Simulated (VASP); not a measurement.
# Sr (P6_3/mmc) in VASP: further runs, part 3 of 3

VASP 6.6.1. The steps go on from the part before.

### Step 5. Electric field gradients, PBE (volume scaled by 1.02)

INCAR reads:

```
  PREC = Accurate
  ENCUT = 520
  EDIFF = 1E-8
  ISMEAR = -1
  SIGMA = 0.08
  LREAL = F
  LASPH = T
  NELM = 80
  ALGO = Normal
  ISIF = 2
  LWAVE = F
  LCHARG = F
  GGA = PE
  LEFG = T
  NBANDS = 17
```

KPOINTS reads:

```
regular mesh
0
Gamma
  10 10 5
```

POSCAR reads:

```
Sr
1.0
    4.3385441004      0.0000000000      0.0000000000
   -2.1692720502      3.7572894063      0.0000000000
    0.0000000000      0.0000000000      7.0966901024
Sr
2
Direct
    0.3333333333      0.6666666667      0.2500000000
    0.6666666667      0.3333333333      0.7500000000
```

Potentials or basis: VASP PAW PBE potentials, release 64 (Sr_sv).

Started as:

```console
> cat potpaw_PBE.64/Sr_sv/POTCAR > POTCAR
> mpirun -np 1 vasp_std > vasp.out
```

OUTCAR:

```text
PREC = Accurate
   ENCUT = 520
   EDIFF = 1E-8
   ISMEAR = -1
   LREAL = F
   LASPH = T
   NELM = 80
   ISIF = 2
   GGA = PE

 ion  position               nearest neighbor table
   1  0.333  0.667  0.250-   2 4.34   2 4.34   2 4.34   2 4.34   2 4.34   2 4.34
   2  0.667  0.333  0.750-   1 4.34   1 4.34   1 4.34   1 4.34   1 4.34   1 4.34

  LATTYP: Found a hexagonal cell.
 ALAT       =     4.3385441004
 C/A-ratio  =     1.6357307747

  Lattice vectors:

 A1 = (   4.3385441004,   0.0000000000,   0.0000000000)
 A2 = (  -2.1692720502,   3.7572894063,   0.0000000000)
 A3 = (   0.0000000000,   0.0000000000,   7.0966901024)

Analysis of symmetry for initial positions (statically):
=====================================================================
 Subroutine PRICEL returns:
 Original cell was already a primitive cell.

 Routine SETGRP: Setting up the symmetry group for a
[... 670 lines left out ...]
  energy-cutoff  :      520.00
  volume of cell :      115.68
      direct lattice vectors                 reciprocal lattice vectors
     4.338544100  0.000000000  0.000000000     0.230492068  0.133074657  0.000000000
    -2.169272050  3.757289406  0.000000000     0.000000000  0.266149315  0.000000000
     0.000000000  0.000000000  7.096690102     0.000000000  0.000000000  0.140910761

 POSITION                                       TOTAL-FORCE (eV/Angst)
 -----------------------------------------------------------------------------------
     -0.00000      2.50486      1.77417         0.000000     -0.000000      0.000000
      2.16927      1.25243      5.32252        -0.000000      0.000000      0.000000
 -----------------------------------------------------------------------------------
    total drift:                               -0.000000      0.000000     -0.000000

  FREE ENERGIE OF THE ION-ELECTRON SYSTEM (eV)
  ---------------------------------------------------
  free  energy   TOTEN  =        -3.2887801737 eV

  energy  without entropy=       -3.2281816757  energy(sigma->0) =       -3.25848092

 Electric field gradients (V/A^2)
---------------------------------------------------------------------
 ion       V_xx      V_yy      V_zz      V_xy      V_xz      V_yz
---------------------------------------------------------------------
   1       2.328     2.328    -4.656     0.000     0.000    -0.000
   2       2.328     2.328    -4.656     0.000    -0.000     0.000
---------------------------------------------------------------------

 Electric field gradients after diagonalization (V/A^2)
 (convention: |V_zz| > |V_xx| > |V_yy|)
----------------------------------------------------------------------
 ion       V_xx      V_yy      V_zz     asymmetry (V_yy - V_xx)/ V_zz
----------------------------------------------------------------------
   1       2.328     2.328    -4.656       0.000
   2       2.328     2.328    -4.656       0.000
----------------------------------------------------------------------

           NMR quadrupolar parameters

 Cq : quadrupolar parameter    Cq=e*Q*V_zz/h
 eta: asymmetry parameters     (V_yy - V_xx)/ V_zz
 Q  : nuclear electric quadrupole moment in mb (millibarn)
----------------------------------------------------------------------
 ion       Cq(MHz)       eta       Q (mb)
----------------------------------------------------------------------
   1      -0.011       0.000       1.000
   2      -0.011       0.000       1.000
----------------------------------------------------------------------
```

OSZICAR:

```text
N       E                     dE             d eps       ncg     rms          rms(c)
DAV:   1     0.106969788609E+03    0.10697E+03   -0.93411E+03  1428   0.979E+02
DAV:   2     0.508955220769E+01   -0.10188E+03   -0.10038E+03  1880   0.226E+02
DAV:   3    -0.311062554549E+01   -0.82002E+01   -0.81826E+01  2591   0.462E+01
DAV:   4    -0.327652770099E+01   -0.16590E+00   -0.16545E+00  1959   0.621E+00
DAV:   5    -0.328101324412E+01   -0.44855E-02   -0.44850E-02  2331   0.717E-01    0.155E+01
DAV:   6    -0.328538224481E+01   -0.43690E-02   -0.14285E-02  1912   0.123E+00    0.872E+00
DAV:   7    -0.328859904319E+01   -0.32168E-02   -0.24352E-02  1735   0.159E+00    0.439E-01
DAV:   8    -0.328869058114E+01   -0.91538E-04   -0.32711E-03  2320   0.289E-01    0.138E-01
DAV:   9    -0.328874828674E+01   -0.57706E-04   -0.13288E-04  2047   0.605E-02    0.455E-02
DAV:  10    -0.328878185091E+01   -0.33564E-04   -0.17980E-05  1848   0.326E-02    0.212E-02
DAV:  11    -0.328878080312E+01    0.10478E-05   -0.91094E-07  2406   0.648E-03    0.403E-03
DAV:  12    -0.328877982072E+01    0.98240E-06   -0.43946E-07  1846   0.412E-03    0.174E-03
DAV:  13    -0.328878017865E+01   -0.35793E-06   -0.36012E-08  1998   0.126E-03    0.324E-04
DAV:  14    -0.328878017374E+01    0.49104E-08   -0.19330E-09  1335   0.298E-04
   1 F= -.32887802E+01 E0= -.32584809E+01  d E =-.605985E-01
```

stdout:

```text
POSCAR found type information on POSCAR Sr
 POSCAR found :  1 types and       2 ions
 scaLAPACK will be used
 LDA part: xc-table for (Slater+PW92), standard interpolation
 POSCAR, INCAR and KPOINTS ok, starting setup
 FFT: planning ... GRIDC
 FFT: planning ... GRID_SOFT
 FFT: planning ... GRID
 WAVECAR not read
 entering main loop
ion   1

ion   2
```

Wall time 56 s (1 thread of Intel Xeon 6975P-C, shared host); peak memory 0.26 GiB.

What came out:

| Property | Result |
| --- | --- |
| Free energy | -3.2888 eV |
| Pressure | -0.5 GPa |
| Band gap on the k mesh | zero (band 10 reaches 1.54 eV, above the bottom of band 11 at 1.41 eV) |

Electric field gradients, principal values (V/Å²):
```
atom  least  middle  greatest (by size)
1 Sr  2.328   2.328              -4.656
2 Sr  2.328   2.328              -4.656
```

Caveat: without QUAD_EFG the Cq values of the log hold for a quadrupole moment of 1 mb, not for the nuclei.

### Step 6. Electric field gradients, PBE (volume scaled by 1.04)

INCAR reads:

```
SYSTEM = Sr
  PREC = Accurate
  ENCUT = 520
  EDIFF = 1E-8
  ISMEAR = -1
  SIGMA = 0.08
  LREAL = .FALSE.
  LASPH = .TRUE.
  NELM = 60
  ALGO = Normal
  ISIF = 2
  LWAVE = .FALSE.
  LCHARG = .FALSE.
  GGA = PE
  LEFG = .TRUE.
  NBANDS = 17
```

KPOINTS reads:

```
Automatic mesh
0
G
  10 10 5
  0 0 0
```

POSCAR reads:

```
Sr
1.0
    4.3667172541      0.0000000000      0.0000000000
   -2.1833586271      3.7816880731      0.0000000000
    0.0000000000      0.0000000000      7.1427737969
Sr
2
Direct
    0.3333333333      0.6666666667      0.2500000000
    0.6666666667      0.3333333333      0.7500000000
```

Potentials or basis: VASP PAW PBE potentials, release 64 (Sr_sv).

Started as:

```console
> cat potpaw_PBE.64/Sr_sv/POTCAR > POTCAR
> mpirun -np 1 vasp_std > vasp.out
```

OUTCAR:

```text
SYSTEM = Sr
   PREC = Accurate
   ENCUT = 520
   EDIFF = 1E-8
   ISMEAR = -1
   LREAL = .FALSE.
   LASPH = .TRUE.
   NELM = 60
   ISIF = 2
   GGA = PE

 ion  position               nearest neighbor table
   1  0.333  0.667  0.250-   2 4.37   2 4.37   2 4.37   2 4.37   2 4.37   2 4.37
   2  0.667  0.333  0.750-   1 4.37   1 4.37   1 4.37   1 4.37   1 4.37   1 4.37

  LATTYP: Found a hexagonal cell.
 ALAT       =     4.3667172541
 C/A-ratio  =     1.6357307747

  Lattice vectors:

 A1 = (   4.3667172541,   0.0000000000,   0.0000000000)
 A2 = (  -2.1833586271,   3.7816880731,   0.0000000000)
[... 694 lines left out ...]
  free  energy   TOTEN  =        -3.2806910698 eV

  energy  without entropy=       -3.2200154085  energy(sigma->0) =       -3.25035324

 Electric field gradients (V/A^2)
---------------------------------------------------------------------
 ion       V_xx      V_yy      V_zz      V_xy      V_xz      V_yz
---------------------------------------------------------------------
   1       2.317     2.317    -4.633    -0.000    -0.000    -0.000
   2       2.317     2.317    -4.633    -0.000     0.000    -0.000
---------------------------------------------------------------------

 Electric field gradients after diagonalization (V/A^2)
 (convention: |V_zz| > |V_xx| > |V_yy|)
----------------------------------------------------------------------
 ion       V_xx      V_yy      V_zz     asymmetry (V_yy - V_xx)/ V_zz
----------------------------------------------------------------------
   1       2.317     2.317    -4.633       0.000
   2       2.317     2.317    -4.633       0.000
----------------------------------------------------------------------

           NMR quadrupolar parameters

 Cq : quadrupolar parameter    Cq=e*Q*V_zz/h
 eta: asymmetry parameters     (V_yy - V_xx)/ V_zz
 Q  : nuclear electric quadrupole moment in mb (millibarn)
----------------------------------------------------------------------
 ion       Cq(MHz)       eta       Q (mb)
----------------------------------------------------------------------
   1      -0.011       0.000       1.000
   2      -0.011       0.000       1.000
----------------------------------------------------------------------
```

It took 61 s on 1 thread of Intel Xeon 6975P-C, shared host; peak memory 0.26 GiB.

Results:

| Item | Value |
| --- | --- |
| Free energy | -3.2807 eV |
| Pressure | -0.7 GPa |
| Band gap on the k mesh | zero (band 10 reaches 1.47 eV, above the bottom of band 11 at 1.33 eV) |

Electric field gradients, principal values (V/Å²):
| atom | least | middle | greatest (by size) |
| --- | --- | --- | --- |
| 1 Sr | 2.317 | 2.317 | -4.633 |
| 2 Sr | 2.317 | 2.317 | -4.633 |

Caveat: without QUAD_EFG the Cq values of the log hold for a quadrupole moment of 1 mb, not for the nuclei.

### Step 7. The runs side by side

```csv
cell,gap on the mesh (eV),pressure (GPa)
"a = 4.252, b = 4.252, c = 6.955 Å, angles 90.0, 90.0, 120.0°, 2 atoms",none,0.2
"a = 4.310, b = 4.310, c = 7.050 Å, angles 90.0, 90.0, 120.0°, 2 atoms",none,-0.3
"a = 4.339, b = 4.339, c = 7.097 Å, angles 90.0, 90.0, 120.0°, 2 atoms",none,-0.5
"a = 4.367, b = 4.367, c = 7.143 Å, angles 90.0, 90.0, 120.0°, 2 atoms",none,-0.7
```

Alike in all rows: task electric field gradients; level PBE; potentials or basis VASP PAW PBE potentials, release 64 (Sr_sv); no spin polarisation; k mesh 10 × 10 × 5; cutoff (eV) 520; smearing fermi-dirac 0.08 eV.

Total energies depend on the potentials used, so only differences within one code and one set of settings carry meaning.
